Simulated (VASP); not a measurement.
# Ta3Cu (I4/mmm) in VASP: a series of runs

Ta3Cu is run at these levels: PBEsol; tasks: single point.

All numbers are computed with VASP 6.6.1; they aren't measurements. Logs are shortened: lines on timing, memory, paths and dates and some standing lists are left out, and cuts for length are marked.

## (1) The cell of the first run

It takes space group I4/mmm (No. 139, tetragonal). Conventional cell: a = 3.931 Å, b = 3.931 Å, c = 8.245 Å, α = 90.00°, β = 90.00°, γ = 90.00°. Ta (site symmetry 4/mmm) has 4 Cu at 2.78 Å and 8 Ta at 2.85 Å within 3.7 Å. Ta (site symmetry -4m2) has 8 Ta at 2.78 to 2.85 Å and 4 Cu at 2.85 Å within 3.7 Å. Cu (site symmetry 4/mmm) has 12 Ta at 2.78 to 2.85 Å within 3.7 Å.

## (2) Single point, PBEsol (15.93 Å³/atom)

File INCAR:

```
SYSTEM = Ta3Cu
PREC = Accurate ; ENCUT = 520
EDIFF = 1E-6 ; ISMEAR = -1
SIGMA = 0.05 ; LREAL = .False.
LASPH = .True. ; NELM = 60
ALGO = Fast ; ISIF = 2
LWAVE = .False. ; LCHARG = .False.
GGA = PS ; NBANDS = 30
```

File KPOINTS:

```
Automatic mesh
0
Gamma
  9 9 9
  0 0 0
```

File POSCAR:

```
Ta3Cu
1.0
   -1.9655463842      1.9655463842      4.1222648751
    1.9655463842     -1.9655463842      4.1222648751
    1.9655463842      1.9655463842     -4.1222648751
Ta Cu
3 1
Direct
    0.5000000000      0.5000000000      0.0000000000
    0.2500000000      0.7500000000      0.5000000000
    0.7500000000      0.2500000000      0.5000000000
    0.0000000000      0.0000000000      0.0000000000
```

Potentials or basis: VASP PAW PBE potentials, release 64 (Ta_pv, Cu).

Run with:

```console
> cat potpaw_PBE.64/Ta_pv/POTCAR potpaw_PBE.64/Cu/POTCAR > POTCAR
> mpirun -np 1 vasp_std > vasp.out
```

OUTCAR:

```text
SYSTEM = Ta3Cu
   PREC = Accurate
   ENCUT = 520
   EDIFF = 1E-6
   ISMEAR = -1
   LREAL = .False.
   LASPH = .True.
   NELM = 60
   ISIF = 2
   GGA = PS

 ion  position               nearest neighbor table
   1  0.500  0.500  0.000-   4 2.78   4 2.78   4 2.78   4 2.78   3 2.85   2 2.85   3 2.85   3 2.85
                             2 2.85   2 2.85   3 2.85   2 2.85
   2  0.250  0.750  0.500-   3 2.78   3 2.78   3 2.78   3 2.78   4 2.85   1 2.85   4 2.85   1 2.85
                             4 2.85   4 2.85   1 2.85   1 2.85
   3  0.750  0.250  0.500-   2 2.78   2 2.78   2 2.78   2 2.78   4 2.85   1 2.85   4 2.85   4 2.85
                             1 2.85   1 2.85   4 2.85   1 2.85
   4  0.000  0.000  0.000-   1 2.78   1 2.78   1 2.78   1 2.78   3 2.85   2 2.85   3 2.85   2 2.85
                             3 2.85   3 2.85   2 2.85   2 2.85

  LATTYP: Found a body centered tetragonal cell.
 ALAT       =     3.9310927684
 C/A-ratio  =     2.0972615596

  Lattice vectors:

 A1 = (  -1.9655463842,   1.9655463842,   4.1222648751)
 A2 = (   1.9655463842,  -1.9655463842,   4.1222648751)
 A3 = (   1.9655463842,   1.9655463842,  -4.1222648751)

Analysis of symmetry for initial positions (statically):
=====================================================================
 Subroutine PRICEL returns:
 Original cell was already a primitive cell.

 Routine SETGRP: Setting up the symmetry group for a
 body centered tetragonal supercell.

 Subroutine GETGRP returns: Found 16 space group operations
 (whereof 16 operations were pure point group operations)
 out of a pool of 16 trial point group operations.

The static configuration has the point symmetry D_4h.

Analysis of symmetry for dynamics (positions and initial velocities):
=====================================================================
 Subroutine PRICEL returns:
 Original cell was already a primitive cell.

 Routine SETGRP: Setting up the symmetry group for a
 body centered tetragonal supercell.

 Subroutine GETGRP returns: Found 16 space group operations
 (whereof 16 operations were pure point group operations)
 out of a pool of 16 trial point group operations.

The dynamic configuration has the point symmetry D_4h.

 Subroutine INISYM returns: Found 16 space group operations
 (whereof 16 operations are pure point group operations),
 and found     1 'primitive' translations

----------------------------------------------------------------------------------------

                                     Primitive cell

  volume of cell :      63.7034

  direct lattice vectors                    reciprocal lattice vectors
    -1.965546384  1.965546384  4.122264875     0.000000000  0.254382193  0.121292546
     1.965546384 -1.965546384  4.122264875     0.254382193  0.000000000  0.121292546
     1.965546384  1.965546384 -4.122264875     0.254382193  0.254382193  0.000000000

  length of vectors
     4.971902340  4.971902340  4.971902340     0.281819413  0.281819413  0.359750748

  position of ions in fractional coordinates (direct lattice)
     0.500000000  0.500000000  0.000000000
     0.250000000  0.750000000  0.500000000
     0.750000000  0.250000000  0.500000000
     0.000000000  0.000000000  0.000000000

  ion indices of the primitive-cell ions
   primitive index   ion index
                 1           1
                 2           2
                 3           3
                 4           4

----------------------------------------------------------------------------------------

 KPOINTS: Automatic mesh

Automatic generation of k-mesh.
 Grid dimensions read from file:
 generate k-points for:    9    9    9

 Generating k-lattice:

  Cartesian coordinates                     Fractional coordinates (reciprocal lattice)
     0.000000000  0.028264688  0.013476950     0.111111111  0.000000000  0.000000000
     0.028264688  0.000000000  0.013476950     0.000000000  0.111111111  0.000000000
     0.028264688  0.028264688  0.000000000     0.000000000  0.000000000  0.111111111

  Length of vectors
     0.031313268  0.031313268  0.039972305

  Shift w.r.t. Gamma in fractional coordinates (k-lattice)
     0.000000000  0.000000000  0.000000000

 Subroutine IBZKPT returns following result:
 ===========================================

 Found     75 irreducible k-points:

 Following reciprocal coordinates:
            Coordinates               Weight
  0.000000  0.000000  0.000000      1.000000
  0.111111  0.000000  0.000000      8.000000
  0.222222  0.000000 -0.000000      8.000000
  0.333333  0.000000  0.000000      8.000000
  0.444444  0.000000 -0.000000      8.000000
  0.111111  0.111111  0.000000      8.000000
[... 16 lines left out ...]
 -0.333333  0.333333  0.000000      4.000000
  0.444444  0.444444 -0.000000      8.000000
 [... further k-points ...]
   k-points           NKPTS =     75   k-points in BZ     NKDIM =     75   number of bands    NBANDS=     30
   number of dos      NEDOS =    301   number of ions     NIONS =      4
   total plane-waves  NPLWV =  64000
   dimension x,y,z NGX =    40 NGY =   40 NGZ =   40
   dimension x,y,z NGXF=    80 NGYF=   80 NGZF=   80
   ions per type =               3   1
   NGX,Y,Z   is equivalent  to a cutoff of  13.37, 13.37, 13.37 a.u.
   NGXF,Y,Z  is equivalent  to a cutoff of  26.75, 26.75, 26.75 a.u.
 SYSTEM =  Ta3Cu
   PREC   = accura    normal or accurate (medium, high low for compatibility)
   ISTART =      0    job   : 0-new  1-cont  2-samecut
   ICHARG =      2    charge: 1-file 2-atom 10-const
   ISPIN  =      1    spin polarized calculation?
   LNONCOLLINEAR =      F non collinear calculations
   LSORBIT =      F    spin-orbit coupling
   LASPH  =      T    aspherical Exc in radial PAW
   ENCUT  =  520.0 eV  38.22 Ry    6.18 a.u.   9.24  9.24  9.24*2*pi/ulx,y,z
   NELM   =     60;   NELMIN=  2; NELMDL= -5     # of ELM steps
   EDIFF  = 0.1E-05   stopping-criterion for ELM
   LREAL  =      F    real-space projection
   EDIFFG = 0.1E-04   stopping-criterion for IOM
   NSW    =      0    number of steps for IOM
   IBRION =     -1    ionic relax: 0-MD 1-quasi-New 2-CG
   NFREE  =      0    steps in history (QN), initial steepest desc. (CG)
   ISIF   =      2    stress and relaxation
   ISYM   =      2    0-nonsym 1-usesym 2-fastsym
   POTIM  = 0.5000    time-step for ionic-motion
   TEBEG  =    0.0;   TEEND  =   0.0 temperature during run
   PSTRESS=    0.0 pullay stress
   NELECT =      44.0000    total number of electrons
   NUPDOWN=      -1.0000    fix difference up-down
   EMIN   =  10.00;   EMAX   =-10.00  energy-range for DOS
   EFERMI =   0.00;   METHOD = LEGACY
   ISMEAR =    -1;   SIGMA  =   0.05  broadening in eV -4-tet -1-fermi 0-gaus
   EFERMI_NEDOS =   21; number of points for ismear=-14 and -15
   IALGO  =     68    algorithm
   IMIX   =      4    mixing-type and parameters
     AMIX     =   0.40;   BMIX     =  1.00
     AMIX_MAG =   1.60;   BMIX_MAG =  1.00
  volume/ion in A,a.u.               =      15.93       107.47
  Fermi-wavevector in a.u.,A,eV,Ry     =   1.447121  2.734662 28.492772  2.094160
  Thomas-Fermi vector in A             =   2.565112
   LORBIT       =      0    0 simple, 1 ext, 2 COOP (PROOUT), +10 PAW based schemes
   GGA     = PS    functional components
   LHFCALC =     F    Hartree Fock is set to
   AEXX    =    0.0000 exact exchange contribution
   IVDW    =     0    specifies the selected vdW correction
   LEPSILON=     F    determine dielectric tensor
   LRPA    =     F    only Hartree local field effects (RPA)
 non-spin polarized calculation
 RMM-DIIS sequential band-by-band and
  energy-cutoff  :      520.00
  volume of cell :       63.70
 maximum number of plane-waves:      1731
 NGX is ok and might be reduce to    40
   NGX = 19   NGY = 19   NGZ = 19

 number of electron      44.0000006 magnetization

 Free energy of the ion-electron system (eV)
  ---------------------------------------------------
  ext. energy  EPLUGINS =         0.00000000
  ---------------------------------------------------
  free energy    TOTEN  =       -41.25230882 eV

  energy without entropy =      -41.21792211  energy(sigma->0) =      -41.23511547

 E-fermi :   6.4013     XC(G=0): -12.9309

 val. band max:        6.3992725531   @ k =  -0.4444   0.3333   0.0000
 cond. band min:       6.4121688056   @ k =  -0.2222   0.4444   0.2222
 fundamental gap:      0.0128962525
 Fermi energy:         6.4013467939

 k-point     1 :       0.0000    0.0000    0.0000
  band No.  band energies     occupation
      1     -28.1653      2.00000
      2     -27.9886      2.00000
      3     -27.9886      2.00000
      4     -27.6960      2.00000
      5     -27.6960      2.00000
      6     -27.5188      2.00000
[... 22 lines left out ...]
     29      11.0235      0.00000
     30      12.1925      0.00000

 k-point     2 :       0.1111    0.0000    0.0000
  band No.  band energies     occupation
      1     -28.1613      2.00000
      2     -27.9721      2.00000
      3     -27.9625      2.00000
      4     -27.7339      2.00000
      5     -27.6893      2.00000
      6     -27.4734      2.00000
[... 22 lines left out ...]
     29      11.4273      0.00000
     30      11.8176      0.00000

 k-point     3 :       0.2222    0.0000   -0.0000
  band No.  band energies     occupation
      1     -28.1315      2.00000
      2     -27.9380      2.00000
      3     -27.9289      2.00000
      4     -27.7505      2.00000
      5     -27.6671      2.00000
      6     -27.4045      2.00000
[... 22 lines left out ...]
     29      10.9069      0.00000
     30      11.7868      0.00000

 k-point     4 :       0.3333    0.0000    0.0000
  band No.  band energies     occupation
      1     -28.0762      2.00000
      2     -27.9451      2.00000
      3     -27.8786      2.00000
      4     -27.6900      2.00000
      5     -27.6224      2.00000
      6     -27.3837      2.00000
[... 22 lines left out ...]
     29       9.9661      0.00000
     30      11.8652      0.00000

 k-point     5 :       0.4444    0.0000   -0.0000
  band No.  band energies     occupation
      1     -28.0585      2.00000
      2     -27.8831      2.00000
      3     -27.8472      2.00000
      4     -27.6364      2.00000
      5     -27.5610      2.00000
      6     -27.5499      2.00000
[... 22 lines left out ...]
     29       9.1506      0.00000
     30      12.0306      0.00000
[... 526 lines left out ...]
     29      10.7713      0.00000
     30      11.1337      0.00000

 k-point    22 :      -0.4444    0.3333    0.0000
  band No.  band energies     occupation
      1     -28.3022      2.00000
      2     -28.0816      2.00000
      3     -28.0099      2.00000
      4     -27.7437      2.00000
      5     -27.6050      2.00000
      6     -27.2258      2.00000
[... 22 lines left out ...]
     29      10.4077      0.00000
     30      11.0689      0.00000

 k-point    23 :      -0.3333    0.3333    0.0000
  band No.  band energies     occupation
      1     -28.3035      2.00000
      2     -28.0338      2.00000
      3     -27.9134      2.00000
      4     -27.7565      2.00000
      5     -27.6371      2.00000
      6     -27.2426      2.00000
[... 22 lines left out ...]
     29      10.1399      0.00000
     30      11.7649      0.00000

 k-point    24 :       0.4444    0.4444   -0.0000
  band No.  band energies     occupation
      1     -28.3276      2.00000
      2     -28.1535      2.00000
      3     -28.0707      2.00000
      4     -27.7322      2.00000
      5     -27.5652      2.00000
      6     -27.2236      2.00000
[... 22 lines left out ...]
     29      10.6554      0.00000
     30      10.7390      0.00000

 [... further k-points ...]

------------------------ aborting loop because EDIFF is reached ----------------------------------------

  FORCE on cell =-STRESS in cart. coord.  units (eV):
  Direction    XX          YY          ZZ          XY          YZ          ZX
  --------------------------------------------------------------------------------------
  -------------------------------------------------------------------------------------
  Total        2.6934081      2.6934081      2.2446317      0.0000000     -0.0000000     -0.0000000
  in kB       67.7407925     67.7407925     56.4538007      0.0000000     -0.0000000     -0.0000000
  external PRESSURE =      63.9784619 kB  Pullay stress =       0.0000000 kB

 VOLUME and BASIS-vectors are now :
 -----------------------------------------------------------------------------
  energy-cutoff  :      520.00
  volume of cell :       63.70
      direct lattice vectors                 reciprocal lattice vectors
    -1.965546384  1.965546384  4.122264875     0.000000000  0.254382193  0.121292546
     1.965546384 -1.965546384  4.122264875     0.254382193  0.000000000  0.121292546
     1.965546384  1.965546384 -4.122264875     0.254382193  0.254382193  0.000000000

 POSITION                                       TOTAL-FORCE (eV/Angst)
 -----------------------------------------------------------------------------------
      0.00000      0.00000      4.12226         0.000000     -0.000000      0.000000
      1.96555     -0.00000      2.06113        -0.000000      0.000000      0.000000
     -0.00000      1.96555      2.06113         0.000000      0.000000     -0.000000
      0.00000      0.00000      0.00000         0.000000     -0.000000      0.000000
 -----------------------------------------------------------------------------------
    total drift:                               -0.000000     -0.000000      0.000000

  FREE ENERGIE OF THE ION-ELECTRON SYSTEM (eV)
  ---------------------------------------------------
  free  energy   TOTEN  =       -41.2523088155 eV

  energy  without entropy=      -41.2179221147  energy(sigma->0) =      -41.23511547
```

Wall time 3.1 min (1 thread of Intel Xeon 6975P-C (Granite Rapids), shared host); peak memory 0.33 GiB.

What came out:

```
Free energy            : -41.2523 eV
Pressure               : 6.4 GPa
Band gap on the k mesh : zero (bands 22 and 23 overlap by 1.47 eV)
```

Stress tensor (GPa, compression positive):
```
6.77 0.00 0.00
0.00 6.77 0.00
0.00 0.00 5.65
```

Caveat: the cell stands under pressure; the PAW data sets were made with another functional, which shifts forces and pressure a little; spin-orbit coupling is left out, which moves the levels of the heavy elements.

[end of part 1 of 2]
